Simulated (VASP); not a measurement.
# PrHRh3 (R3m) in VASP: single point with PBE

Aim: the single point of PrHRh3 with PBE.

Everything below comes from runs of VASP 6.6.1. Logs are shortened: lines on timing, memory, paths and dates and some standing lists are left out, and cuts for length are marked.

## 1. The cell of the first run

The structure is trigonal, space group R3m (No. 160). Conventional cell: a = 5.906 Å, b = 5.906 Å, c = 7.246 Å, α = 90.00°, β = 90.00°, γ = 120.00°. Within 3.9 Å of Pr (site symmetry 3m) lie 12 Rh at 2.95 to 2.97 Å and 7 H at 3.08 to 3.83 Å. H (site symmetry 3m) has 6 Rh at 1.87 to 2.41 Å within 2.5 Å. Within 2.5 Å of Rh (site symmetry m) lie 2 H at 1.87 to 2.41 Å.

## 2. Single point, PBE

POSCAR reads:

```
PrHRh3
1.0
    2.9531482532      1.7050009389      2.4153627048
   -2.9531482532      1.7050009389      2.4153627048
    0.0000000000     -3.4100018778      2.4153627049
Pr H Rh
1 1 3
Direct
    0.9948584604      0.9948584604      0.9948584604
    0.5696570666      0.5696570666      0.5696570666
    0.4931433376      0.0028636177      0.4931433376
    0.4931433376      0.4931433376      0.0028636177
    0.0028636177      0.4931433376      0.4931433376
```

INCAR.step1 reads:

```
ALGO = Normal
EDIFF = 1E-6
ENCUT = 400
GGA = PE
GGA_COMPAT = False
ISIF = 2
ISMEAR = 0
LASPH = True
LCHARG = True
LMAXMIX = 6
LORBIT = 11
LREAL = False
LWAVE = False
NBANDS = 36
NEDOS = 2001
NELM = 200
PREC = Accurate
SIGMA = 0.1
```

KPOINTS.step1 reads:

```
k-points
0
Gamma
  6 6 6
```

INCAR.step2 reads:

```
ALGO = Normal
EDIFF = 1E-6
ENCUT = 400
GGA = PE
GGA_COMPAT = False
ICHARG = 11
ISIF = 2
ISMEAR = -5
LASPH = True
LCHARG = False
LMAXMIX = 6
LORBIT = 11
LREAL = False
LWAVE = False
NBANDS = 36
NEDOS = 2001
NELM = 200
PREC = Accurate
SIGMA = 0.1
```

KPOINTS.step2 reads:

```
k-points
0
Gamma
  9 9 9
```

Potentials or basis: VASP PAW PBE potentials, release 64 (Pr_3, H, Rh_pv), 4f in core.

On the command line:

```
> cat potpaw_PBE.64/Pr_3/POTCAR potpaw_PBE.64/H/POTCAR potpaw_PBE.64/Rh_pv/POTCAR > POTCAR
> cp INCAR.step1 INCAR
> cp KPOINTS.step1 KPOINTS
> mpirun -np 1 vasp_std > vasp.out
> cp INCAR.step2 INCAR
> cp KPOINTS.step2 KPOINTS
> mpirun -np 1 vasp_std > vasp.out
```

OUTCAR:

```text
EDIFF = 1E-6
   ENCUT = 400
   GGA = PE
   ICHARG = 11
   ISIF = 2
   ISMEAR = -5
   LASPH = True
   LORBIT = 11
   LREAL = False
   NELM = 200
   PREC = Accurate

 ion  position               nearest neighbor table
   1  0.995  0.995  0.995-   4 2.95   3 2.95   5 2.95   3 2.95   5 2.95   5 2.95   3 2.95   4 2.95
                             4 2.95   4 2.97   3 2.97   5 2.97
   2  0.570  0.570  0.570-   4 1.87   3 1.87   5 1.87
   3  0.493  0.003  0.493-   2 1.87   4 2.90   5 2.90   1 2.95   1 2.95   1 2.95   5 2.96   5 2.96
                             4 2.96   4 2.96   1 2.97   4 3.01   5 3.01
   4  0.493  0.493  0.003-   2 1.87   3 2.90   5 2.90   1 2.95   1 2.95   1 2.95   5 2.96   3 2.96
                             3 2.96   5 2.96   1 2.97   5 3.01   3 3.01
   5  0.003  0.493  0.493-   2 1.87   4 2.90   3 2.90   1 2.95   1 2.95   1 2.95   3 2.96   3 2.96
                             4 2.96   4 2.96   1 2.97   4 3.01   3 3.01

  LATTYP: Found a trigonal (rhomboedric) cell.
 ALAT       =     4.1787665408
 COS(alpha) =     0.0011407908

  Lattice vectors:

 A1 = (   2.9531482532,   1.7050009389,   2.4153627048)
 A2 = (  -2.9531482532,   1.7050009389,   2.4153627048)
 A3 = (   0.0000000000,  -3.4100018778,   2.4153627049)

Analysis of symmetry for initial positions (statically):
=====================================================================
 Subroutine PRICEL returns:
 Original cell was already a primitive cell.

 Routine SETGRP: Setting up the symmetry group for a
 trigonal (rhombohedral) supercell.

 Subroutine GETGRP returns: Found  6 space group operations
 (whereof  6 operations were pure point group operations)
 out of a pool of 12 trial point group operations.

The static configuration has the point symmetry C_3v.

Analysis of symmetry for dynamics (positions and initial velocities):
=====================================================================
 Subroutine PRICEL returns:
 Original cell was already a primitive cell.

 Routine SETGRP: Setting up the symmetry group for a
 trigonal (rhombohedral) supercell.

 Subroutine GETGRP returns: Found  6 space group operations
 (whereof  6 operations were pure point group operations)
 out of a pool of 12 trial point group operations.

The dynamic configuration has the point symmetry C_3v.

 Subroutine INISYM returns: Found  6 space group operations
 (whereof  6 operations are pure point group operations),
 and found     1 'primitive' translations

----------------------------------------------------------------------------------------

                                     Primitive cell

  volume of cell :      72.9699

  direct lattice vectors                    reciprocal lattice vectors
     2.953148253  1.705000939  2.415362705     0.169310836  0.097751657  0.138005498
    -2.953148253  1.705000939  2.415362705    -0.169310836  0.097751657  0.138005498
     0.000000000 -3.410001878  2.415362705     0.000000000 -0.195503314  0.138005498

  length of vectors
     4.178766541  4.178766541  4.178766541     0.239305376  0.239305376  0.239305376

  position of ions in fractional coordinates (direct lattice)
     0.994858460  0.994858460  0.994858460
     0.569657067  0.569657067  0.569657067
     0.493143338  0.002863618  0.493143338
     0.493143338  0.493143338  0.002863618
     0.002863618  0.493143338  0.493143338

  ion indices of the primitive-cell ions
   primitive index   ion index
                 1           1
                 2           2
                 3           3
                 4           4
                 5           5

----------------------------------------------------------------------------------------

 KPOINTS: k-points

Automatic generation of k-mesh.
 Grid dimensions read from file:
 generate k-points for:    9    9    9

 Generating k-lattice:

  Cartesian coordinates                     Fractional coordinates (reciprocal lattice)
     0.018812315  0.010861295  0.015333944     0.111111111  0.000000000  0.000000000
    -0.018812315  0.010861295  0.015333944     0.000000000  0.111111111  0.000000000
     0.000000000 -0.021722590  0.015333944     0.000000000  0.000000000  0.111111111

  Length of vectors
     0.026589486  0.026589486  0.026589486

  Shift w.r.t. Gamma in fractional coordinates (k-lattice)
     0.000000000  0.000000000  0.000000000

 TETIRR: Found    369 inequivalent tetrahedra from     4374

 Subroutine IBZKPT returns following result:
 ===========================================

 Found     85 irreducible k-points:

 Following reciprocal coordinates:
            Coordinates               Weight
  0.000000  0.000000  0.000000      1.000000
  0.111111  0.000000  0.000000      6.000000
  0.222222  0.000000  0.000000      6.000000
  0.333333  0.000000 -0.000000      6.000000
  0.444444  0.000000  0.000000      6.000000
  0.111111  0.111111  0.000000      6.000000
[... 16 lines left out ...]
 -0.333333  0.333333  0.000000      6.000000
  0.444444  0.444444  0.000000      6.000000
 [... further k-points ...]
   k-points           NKPTS =     85   k-points in BZ     NKDIM =     85   number of bands    NBANDS=     36
   number of dos      NEDOS =   2001   number of ions     NIONS =      5
   total plane-waves  NPLWV =  21952
   dimension x,y,z NGX =    28 NGY =   28 NGZ =   28
   dimension x,y,z NGXF=    56 NGYF=   56 NGZF=   56
   ions per type =               1   1   3
   NGX,Y,Z   is equivalent  to a cutoff of  11.14, 11.14, 11.14 a.u.
   NGXF,Y,Z  is equivalent  to a cutoff of  22.28, 22.28, 22.28 a.u.
 SYSTEM =  unknown system
   PREC   = accura    normal or accurate (medium, high low for compatibility)
   ISTART =      0    job   : 0-new  1-cont  2-samecut
   ICHARG =     11    charge: 1-file 2-atom 10-const
   ISPIN  =      1    spin polarized calculation?
   LNONCOLLINEAR =      F non collinear calculations
   LSORBIT =      F    spin-orbit coupling
   LASPH  =      T    aspherical Exc in radial PAW
   ENCUT  =  400.0 eV  29.40 Ry    5.42 a.u.   6.81  6.81  6.81*2*pi/ulx,y,z
   NELM   =    200;   NELMIN=  2; NELMDL=  0     # of ELM steps
   EDIFF  = 0.1E-05   stopping-criterion for ELM
   LREAL  =      F    real-space projection
   EDIFFG = 0.1E-04   stopping-criterion for IOM
   NSW    =      0    number of steps for IOM
   IBRION =     -1    ionic relax: 0-MD 1-quasi-New 2-CG
   NFREE  =      0    steps in history (QN), initial steepest desc. (CG)
   ISIF   =      2    stress and relaxation
   ISYM   =      2    0-nonsym 1-usesym 2-fastsym
   POTIM  = 0.5000    time-step for ionic-motion
   TEBEG  =    0.0;   TEEND  =   0.0 temperature during run
   PSTRESS=    0.0 pullay stress
   NELECT =      57.0000    total number of electrons
   NUPDOWN=      -1.0000    fix difference up-down
   EMIN   =  10.00;   EMAX   =-10.00  energy-range for DOS
   EFERMI =   0.00;   METHOD = LEGACY
   ISMEAR =    -5;   SIGMA  =   0.10  broadening in eV -4-tet -1-fermi 0-gaus
   EFERMI_NEDOS =   21; number of points for ismear=-14 and -15
   IALGO  =     38    algorithm
   IMIX   =      4    mixing-type and parameters
     AMIX     =   0.40;   BMIX     =  1.00
     AMIX_MAG =   1.60;   BMIX_MAG =  1.00
  volume/ion in A,a.u.               =      14.59        98.48
  Fermi-wavevector in a.u.,A,eV,Ry     =   1.507713  2.849164 30.928735  2.273198
  Thomas-Fermi vector in A             =   2.618263
   LORBIT       =     11    0 simple, 1 ext, 2 COOP (PROOUT), +10 PAW based schemes
   GGA     = PE    functional components
   LHFCALC =     F    Hartree Fock is set to
   AEXX    =    0.0000 exact exchange contribution
   IVDW    =     0    specifies the selected vdW correction
   LEPSILON=     F    determine dielectric tensor
   LRPA    =     F    only Hartree local field effects (RPA)
 non-spin polarized calculation
 Fermi weights with tetrahedron method with Bloechl corrections
  energy-cutoff  :      400.00
  volume of cell :       72.97
 maximum number of plane-waves:      1357

 number of electron      57.0000014 magnetization

 Free energy of the ion-electron system (eV)
  ---------------------------------------------------
  ext. energy  EPLUGINS =         0.00000000
  ---------------------------------------------------
  free energy    TOTEN  =       -31.50720039 eV

  energy without entropy =      -31.50720039  energy(sigma->0) =      -31.50720039

 E-fermi :   7.9907     XC(G=0): -12.5519

 val. band max:        8.0351413531   @ k =   0.1111   0.1111   0.0000
 cond. band min:       7.9842020709   @ k =   0.3333   0.0000  -0.0000
 fundamental gap:     -0.0509392823
 Fermi energy:         7.9906782075

 k-point     1 :       0.0000    0.0000    0.0000
  band No.  band energies     occupation
      1     -37.8942      2.00000
      2     -37.8608      2.00000
      3     -37.8608      2.00000
      4     -37.6876      2.00000
      5     -37.6876      2.00000
      6     -37.6791      2.00000
[... 28 lines left out ...]
     35      14.8531      0.00000
     36      14.8540      0.00000

 k-point     2 :       0.1111    0.0000    0.0000
  band No.  band energies     occupation
      1     -37.8903      2.00000
      2     -37.8577      2.00000
      3     -37.8568      2.00000
      4     -37.6891      2.00000
      5     -37.6881      2.00000
      6     -37.6795      2.00000
[... 28 lines left out ...]
     35      14.5037      0.00000
     36      14.7824      0.00000
[... 817 lines left out ...]
     35      13.0578      0.00000
     36      13.7982      0.00000

 k-point    24 :       0.4444    0.4444    0.0000
  band No.  band energies     occupation
      1     -37.9010      2.00000
      2     -37.8169      2.00000
      3     -37.7811      2.00000
      4     -37.7412      2.00000
      5     -37.7044      2.00000
      6     -37.7006      2.00000
[... 28 lines left out ...]
     35      12.9074      0.00000
     36      12.9824      0.00000

 [... further k-points ...]

------------------------ aborting loop because EDIFF is reached ----------------------------------------

  FORCE on cell =-STRESS in cart. coord.  units (eV):
  Direction    XX          YY          ZZ          XY          YZ          ZX
  --------------------------------------------------------------------------------------
  -------------------------------------------------------------------------------------
  Total       -0.2705473     -0.2705473     -0.5161056      0.0000000      0.0000000      0.0000000
  in kB       -5.9403259     -5.9403259    -11.3319775      0.0000000      0.0000000      0.0000000
  external PRESSURE =      -7.7375431 kB  Pullay stress =       0.0000000 kB

 VOLUME and BASIS-vectors are now :
 -----------------------------------------------------------------------------
  energy-cutoff  :      400.00
  volume of cell :       72.97
      direct lattice vectors                 reciprocal lattice vectors
     2.953148253  1.705000939  2.415362705     0.169310836  0.097751657  0.138005498
    -2.953148253  1.705000939  2.415362705    -0.169310836  0.097751657  0.138005498
     0.000000000 -3.410001878  2.415362705     0.000000000 -0.195503314  0.138005498

 POSITION                                       TOTAL-FORCE (eV/Angst)
 -----------------------------------------------------------------------------------
      0.00000      0.00000      7.20883         0.000000     -0.000000      0.019257
      0.00000      0.00000      4.12779         0.000000     -0.000000     -0.060950
      1.44787     -0.83593      2.38916         0.018047     -0.010419      0.013898
      0.00000      1.67185      2.38916         0.000000      0.020838      0.013898
     -1.44787     -0.83593      2.38916        -0.018047     -0.010419      0.013898
 -----------------------------------------------------------------------------------
    total drift:                               -0.000000      0.000004     -0.004564

  FREE ENERGIE OF THE ION-ELECTRON SYSTEM (eV)
  ---------------------------------------------------
  free  energy   TOTEN  =       -31.5072003885 eV

  energy  without entropy=      -31.5072003885  energy(sigma->0) =      -31.50720039

 total charge

# of ion       s       p       d       tot
------------------------------------------
    1        2.129   5.783   1.044   8.956
    2        0.475   0.032   0.000   0.507
    3        0.356   6.177   7.255  13.788
    4        0.356   6.177   7.255  13.788
    5        0.356   6.177   7.255  13.788
--------------------------------------------------
tot          3.671  24.346  22.808  50.826
```

Run time: 3.1 min. Hardware: 1 thread of Intel Xeon Platinum 8375C at 2.90GHz (Ice Lake), shared host; peak memory 0.24 GiB.

What came out:

* Valence electrons inside the program's atomic spheres: Pr 8.96; H 0.51; Rh 13.79

Levels at points of the mesh, in eV from the Fermi level:
```
           k point  band 24  band 25  band 26  band 27  band 28  band 29  band 30  band 31  band 32  band 33
(0.00, 0.00, 0.00)    -0.47    -0.47     0.39     0.65     0.65     0.67     2.43     3.73     3.73     4.17
```

Caveat: spin-orbit coupling is left out, which moves the levels of the heavy elements; the 4f electrons are frozen in the core, so they carry no moment and show no levels. Spin polarisation is off, so any magnetic state and its effect on volume and gap are missing.
